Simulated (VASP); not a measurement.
# Ag (P6_3/mmc) in VASP: further runs

Ag is run at these levels: PBEsol; tasks: single point.

Everything below comes from runs of VASP 6.6.1. Logs are shortened: lines on timing, memory, paths and dates and some standing lists are left out, and cuts for length are marked.

### 1 The cell of the first run

Symmetry: P6_3/mmc, No. 194, hexagonal system. The conventional cell has a = 2.930 Å, b = 2.930 Å, c = 4.072 Å, α = 90.00°, β = 90.00°, γ = 120.00°. Ag (site symmetry -6m2) has 12 Ag at 2.65 to 2.93 Å within 3.5 Å.

### 2 Single point, PBEsol (strain -0.1500 x Voigt [0, 0, 1, 0, 0, 0])

The input, INCAR:

```
SYSTEM = Ag
ALGO = Normal
EDIFF = 1E-6
ENCUT = 520
GGA = PS
ISIF = 2
ISMEAR = 0
LASPH = .TRUE.
LCHARG = .TRUE.
LELF = .TRUE.
LREAL = .FALSE.
LVHAR = .TRUE.
LWAVE = .FALSE.
NBANDS = 18
NELM = 100
PREC = Accurate
SIGMA = 0.15
```

The input, KPOINTS:

```
k-points
0
G
  18 18 10
  0 0 0
```

The input, POSCAR:

```
Ag
1.0
    2.9299980804      0.0000000000      0.0000000000
   -1.4649990402      2.5374527707      0.0000000000
    0.0000000000      0.0000000000      4.0715000000
Ag
2
Direct
    0.3333333333      0.6666666667      0.2500000000
    0.6666666667      0.3333333333      0.7500000000
```

Potentials or basis: VASP PAW PBE potentials, release 64 (Ag).

Launch:

```bash
$ cat potpaw_PBE.64/Ag/POTCAR > POTCAR
$ mpirun -np 1 vasp_std > vasp.out
```

OUTCAR:

```text
SYSTEM = Ag
   EDIFF = 1E-6
   ENCUT = 520
   GGA = PS
   ISIF = 2
   ISMEAR = 0
   LASPH = .TRUE.
   LREAL = .FALSE.
   NELM = 100
   PREC = Accurate

 ion  position               nearest neighbor table
   1  0.333  0.667  0.250-   2 2.65   2 2.65   2 2.65   2 2.65   2 2.65   2 2.65
   2  0.667  0.333  0.750-   1 2.65   1 2.65   1 2.65   1 2.65   1 2.65   1 2.65

  LATTYP: Found a hexagonal cell.
 ALAT       =     2.9299980804
 C/A-ratio  =     1.3895913541

  Lattice vectors:

 A1 = (   2.9299980804,   0.0000000000,   0.0000000000)
 A2 = (  -1.4649990402,   2.5374527707,   0.0000000000)
 A3 = (   0.0000000000,   0.0000000000,   4.0715000000)

Analysis of symmetry for initial positions (statically):
=====================================================================
 Subroutine PRICEL returns:
 Original cell was already a primitive cell.

 Routine SETGRP: Setting up the symmetry group for a
 hexagonal supercell.

 Subroutine GETGRP returns: Found 24 space group operations
 (whereof 12 operations were pure point group operations)
 out of a pool of 24 trial point group operations.

The static configuration has the point symmetry D_3d.
 The point group associated with its full space group is D_6h.

Analysis of symmetry for dynamics (positions and initial velocities):
=====================================================================
 Subroutine PRICEL returns:
 Original cell was already a primitive cell.

 Routine SETGRP: Setting up the symmetry group for a
 hexagonal supercell.

 Subroutine GETGRP returns: Found 24 space group operations
 (whereof 12 operations were pure point group operations)
 out of a pool of 24 trial point group operations.

The dynamic configuration has the point symmetry D_3d.
 The point group associated with its full space group is D_6h.

 Subroutine INISYM returns: Found 24 space group operations
 (whereof 12 operations are pure point group operations),
 and found     1 'primitive' translations

----------------------------------------------------------------------------------------

                                     Primitive cell

  volume of cell :      30.2705

  direct lattice vectors                    reciprocal lattice vectors
     2.929998080  0.000000000  0.000000000     0.341297152  0.197048003  0.000000000
    -1.464999040  2.537452771  0.000000000     0.000000000  0.394096005  0.000000000
     0.000000000  0.000000000  4.071500000     0.000000000  0.000000000  0.245609726

  length of vectors
     2.929998080  2.929998080  4.071500000     0.394096005  0.394096005  0.245609726

  position of ions in fractional coordinates (direct lattice)
     0.333333333  0.666666667  0.250000000
     0.666666667  0.333333333  0.750000000

  ion indices of the primitive-cell ions
   primitive index   ion index
                 1           1
                 2           2

----------------------------------------------------------------------------------------

 KPOINTS: k-points

Automatic generation of k-mesh.
 Grid dimensions read from file:
 generate k-points for:   18   18   10

 Generating k-lattice:

  Cartesian coordinates                     Fractional coordinates (reciprocal lattice)
     0.018960953  0.010947111  0.000000000     0.055555556  0.000000000  0.000000000
     0.000000000  0.021894223  0.000000000     0.000000000  0.055555556  0.000000000
     0.000000000  0.000000000  0.024560973     0.000000000  0.000000000  0.100000000

  Length of vectors
     0.021894223  0.021894223  0.024560973

  Shift w.r.t. Gamma in fractional coordinates (k-lattice)
     0.000000000  0.000000000  0.000000000

 Subroutine IBZKPT returns following result:
 ===========================================

 Found    222 irreducible k-points:

 Following reciprocal coordinates:
            Coordinates               Weight
  0.000000  0.000000  0.000000      1.000000
  0.055556  0.000000  0.000000      6.000000
  0.111111  0.000000  0.000000      6.000000
  0.166667  0.000000  0.000000      6.000000
  0.222222  0.000000  0.000000      6.000000
  0.277778  0.000000  0.000000      6.000000
[... 16 lines left out ...]
  0.333333  0.111111  0.000000     12.000000
  0.388889  0.111111  0.000000     12.000000
 [... further k-points ...]
   k-points           NKPTS =    222   k-points in BZ     NKDIM =    222   number of bands    NBANDS=     18
   number of dos      NEDOS =    301   number of ions     NIONS =      2
   total plane-waves  NPLWV =  17280
   dimension x,y,z NGX =    24 NGY =   24 NGZ =   30
   dimension x,y,z NGXF=    48 NGYF=   48 NGZF=   60
   ions per type =               2
   NGX,Y,Z   is equivalent  to a cutoff of  13.62, 13.62, 12.25 a.u.
   NGXF,Y,Z  is equivalent  to a cutoff of  27.23, 27.23, 24.50 a.u.
 SYSTEM =  Ag
   PREC   = accura    normal or accurate (medium, high low for compatibility)
   ISTART =      0    job   : 0-new  1-cont  2-samecut
   ICHARG =      2    charge: 1-file 2-atom 10-const
   ISPIN  =      1    spin polarized calculation?
   LNONCOLLINEAR =      F non collinear calculations
   LSORBIT =      F    spin-orbit coupling
   LASPH  =      T    aspherical Exc in radial PAW
   ENCUT  =  520.0 eV  38.22 Ry    6.18 a.u.   5.45  5.45  7.57*2*pi/ulx,y,z
   NELM   =    100;   NELMIN=  2; NELMDL= -5     # of ELM steps
   EDIFF  = 0.1E-05   stopping-criterion for ELM
   LREAL  =      F    real-space projection
   EDIFFG = 0.1E-04   stopping-criterion for IOM
   NSW    =      0    number of steps for IOM
   IBRION =     -1    ionic relax: 0-MD 1-quasi-New 2-CG
   NFREE  =      0    steps in history (QN), initial steepest desc. (CG)
   ISIF   =      2    stress and relaxation
   ISYM   =      2    0-nonsym 1-usesym 2-fastsym
   POTIM  = 0.5000    time-step for ionic-motion
   TEBEG  =    0.0;   TEEND  =   0.0 temperature during run
   PSTRESS=    0.0 pullay stress
   NELECT =      22.0000    total number of electrons
   NUPDOWN=      -1.0000    fix difference up-down
   EMIN   =  10.00;   EMAX   =-10.00  energy-range for DOS
   EFERMI =   0.00;   METHOD = LEGACY
   ISMEAR =     0;   SIGMA  =   0.15  broadening in eV -4-tet -1-fermi 0-gaus
   EFERMI_NEDOS =   21; number of points for ismear=-14 and -15
   IALGO  =     38    algorithm
   IMIX   =      4    mixing-type and parameters
     AMIX     =   0.40;   BMIX     =  1.00
     AMIX_MAG =   1.60;   BMIX_MAG =  1.00
  volume/ion in A,a.u.               =      15.14       102.14
  Fermi-wavevector in a.u.,A,eV,Ry     =   1.471892  2.781472 29.476542  2.166465
  Thomas-Fermi vector in A             =   2.586972
   LORBIT       =      0    0 simple, 1 ext, 2 COOP (PROOUT), +10 PAW based schemes
   GGA     = PS    functional components
   LHFCALC =     F    Hartree Fock is set to
   AEXX    =    0.0000 exact exchange contribution
   IVDW    =     0    specifies the selected vdW correction
   LEPSILON=     F    determine dielectric tensor
   LRPA    =     F    only Hartree local field effects (RPA)
 non-spin polarized calculation
 Gauss-broadening in eV      SIGMA  =   0.15
  energy-cutoff  :      520.00
  volume of cell :       30.27
 maximum number of plane-waves:       849
 NGX is ok and might be reduce to    24
   NGX = 11   NGY = 11   NGZ = 15

 number of electron      22.0000003 magnetization

 Free energy of the ion-electron system (eV)
  ---------------------------------------------------
  ext. energy  EPLUGINS =         0.00000000
  ---------------------------------------------------
  free energy    TOTEN  =        -6.21448210 eV

  energy without entropy =       -6.20735788  energy(sigma->0) =       -6.21091999

 E-fermi :  10.0342     XC(G=0): -13.1194

 val. band max:       10.0143901637   @ k =   0.4444   0.0556   0.4000
 cond. band min:      10.0361411547   @ k =   0.5000   0.0000   0.4000
 fundamental gap:      0.0217509910
 Fermi energy:        10.0342312273

 k-point     1 :       0.0000    0.0000    0.0000
  band No.  band energies     occupation
      1       1.2538      2.00000
      2       2.7522      2.00000
      3       4.8091      2.00000
      4       4.8091      2.00000
      5       4.8989      2.00000
      6       4.8989      2.00000
[... 10 lines left out ...]
     17      28.0905      0.00000
     18      29.9221      0.00000

 k-point     2 :       0.0556    0.0000    0.0000
  band No.  band energies     occupation
      1       1.3370      2.00000
      2       2.7911      2.00000
      3       4.7341      2.00000
      4       4.8550      2.00000
      5       4.8652      2.00000
      6       4.8670      2.00000
[... 10 lines left out ...]
     17      28.4658      0.00000
     18      30.2547      0.00000

 k-point     3 :       0.1111    0.0000    0.0000
  band No.  band energies     occupation
      1       1.5801      2.00000
      2       2.8964      2.00000
      3       4.5643      2.00000
      4       4.7637      2.00000
      5       4.7729      2.00000
      6       4.9893      2.00000
[... 10 lines left out ...]
     17      28.9430      0.00000
     18      29.8662      0.00000

 k-point     4 :       0.1667    0.0000    0.0000
  band No.  band energies     occupation
      1       1.9595      2.00000
      2       3.0321      2.00000
      3       4.3854      2.00000
      4       4.5741      2.00000
      5       4.6425      2.00000
      6       5.2009      2.00000
[... 10 lines left out ...]
     17      28.4719      0.00000
     18      29.4703      0.00000

 k-point     5 :       0.2222    0.0000    0.0000
  band No.  band energies     occupation
      1       2.4185      2.00000
      2       3.1363      2.00000
      3       4.2851      2.00000
      4       4.3046      2.00000
      5       4.4965      2.00000
      6       5.3651      2.00000
[... 10 lines left out ...]
     17      27.1845      0.00000
     18      28.9467      0.00000

 k-point     6 :       0.2778    0.0000    0.0000
  band No.  band energies     occupation
      1       2.8330      2.00000
      2       3.1567      2.00000
      3       4.0009      2.00000
      4       4.3539      2.00000
      5       4.3740      2.00000
      6       5.5076      2.00000
[... 10 lines left out ...]
     17      25.9867      0.00000
     18      27.2896      0.00000

 k-point     7 :       0.3333    0.0000    0.0000
  band No.  band energies     occupation
      1       2.9874      2.00000
      2       3.1857      2.00000
      3       3.7187      2.00000
      4       4.2295      2.00000
      5       4.6975      2.00000
      6       5.6455      2.00000
[... 10 lines left out ...]
     17      25.0562      0.00000
     18      26.6435      0.00000

 k-point     8 :       0.3889   -0.0000    0.0000
  band No.  band energies     occupation
      1       2.9185      2.00000
      2       3.2554      2.00000
      3       3.4968      2.00000
      4       4.1335      2.00000
      5       5.1105      2.00000
      6       5.5950      2.00000
[... 10 lines left out ...]
     17      23.7171      0.00000
     18      26.7394      0.00000
[... 229 lines left out ...]
     17      27.9412      0.00000
     18      29.0294      0.00000

 k-point    20 :       0.1667    0.1111    0.0000
  band No.  band energies     occupation
      1       2.6196      2.00000
      2       3.2248      2.00000
      3       4.1183      2.00000
      4       4.1378      2.00000
      5       4.5251      2.00000
      6       5.3412      2.00000
[... 10 lines left out ...]
     17      27.3746      0.00000
     18      28.6413      0.00000

 k-point    21 :       0.2222    0.1111    0.0000
  band No.  band energies     occupation
      1       3.0222      2.00000
      2       3.2616      2.00000
      3       3.8467      2.00000
      4       4.1436      2.00000
      5       4.4216      2.00000
      6       5.4615      2.00000
[... 10 lines left out ...]
     17      26.6850      0.00000
     18      27.7775      0.00000

 k-point    22 :       0.2778    0.1111    0.0000
  band No.  band energies     occupation
      1       3.1647      2.00000
      2       3.2852      2.00000
      3       3.5830      2.00000
      4       4.3288      2.00000
      5       4.4131      2.00000
      6       5.5511      2.00000
[... 10 lines left out ...]
     17      25.1803      0.00000
     18      26.9611      0.00000

 k-point    23 :       0.3333    0.1111    0.0000
  band No.  band energies     occupation
      1       3.0766      2.00000
      2       3.3564      2.00000
      3       3.3770      2.00000
      4       4.2562      2.00000
      5       4.7709      2.00000
      6       5.4884      2.00000
[... 10 lines left out ...]
     17      23.8000      0.00000
     18      26.3298      0.00000

 k-point    24 :       0.3889    0.1111    0.0000
  band No.  band energies     occupation
      1       3.0025      2.00000
      2       3.2471      2.00000
      3       3.3761      2.00000
      4       4.2102      2.00000
      5       5.0392      2.00000
      6       5.4529      2.00000
[... 10 lines left out ...]
     17      22.8254      0.00000
     18      25.9464      0.00000

 [... further k-points ...]
[... 5 lines left out ...]
  --------------------------------------------------------------------------------------
  -------------------------------------------------------------------------------------
  Total        2.2592485      2.2592485      6.5646268     -0.0000000     -0.0000000      0.0000000
  in kB      119.5789819    119.5789819    347.4568513     -0.0000000     -0.0000000      0.0000000
  external PRESSURE =     195.5382717 kB  Pullay stress =       0.0000000 kB

 VOLUME and BASIS-vectors are now :
 -----------------------------------------------------------------------------
  energy-cutoff  :      520.00
  volume of cell :       30.27
      direct lattice vectors                 reciprocal lattice vectors
     2.929998080  0.000000000  0.000000000     0.341297152  0.197048003  0.000000000
    -1.464999040  2.537452771  0.000000000     0.000000000  0.394096005  0.000000000
     0.000000000  0.000000000  4.071500000     0.000000000  0.000000000  0.245609726

 POSITION                                       TOTAL-FORCE (eV/Angst)
 -----------------------------------------------------------------------------------
     -0.00000      1.69164      1.01788         0.000000     -0.000000      0.000000
      1.46500      0.84582      3.05363        -0.000000      0.000000      0.000000
 -----------------------------------------------------------------------------------
    total drift:                               -0.000000      0.000000     -0.000000

  FREE ENERGIE OF THE ION-ELECTRON SYSTEM (eV)
  ---------------------------------------------------
  free  energy   TOTEN  =        -6.2144821010 eV

  energy  without entropy=       -6.2073578789  energy(sigma->0) =       -6.21091999
```

Wall time 42 s (1 thread of AMD EPYC 9R45 (Zen 5), shared host); peak memory 0.19 GiB.

Results:

| Item | Value |
| --- | --- |
| Free energy | -6.2145 eV |
| Pressure | 19.6 GPa |
| Band gap on the k mesh | zero (band 11 reaches 13.69 eV, above the bottom of band 12 at 6.63 eV) |

Levels at points of the mesh, in eV from the Fermi level:
```
           k point  band 9  band 10  band 11  band 12  band 13  band 14
(0.00, 0.00, 0.00)   -4.44    -3.12    -3.12     0.80     6.75    14.70
(0.50, 0.00, 0.00)   -3.13    -2.57    -0.49     1.04     8.60     8.79
(0.00, 0.00, 0.50)   -3.41    -3.41    -3.41    -3.41    14.50    14.50
(0.50, 0.00, 0.50)   -3.24    -3.24     0.38     0.38     5.05     5.05
```

Caveat: the cell differs from its parent crystal (strain -0.1500 x Voigt [0, 0, 1, 0, 0, 0]); the PAW data sets were made with another functional, which shifts forces and pressure a little.

(Continued in part 2 of 2.)
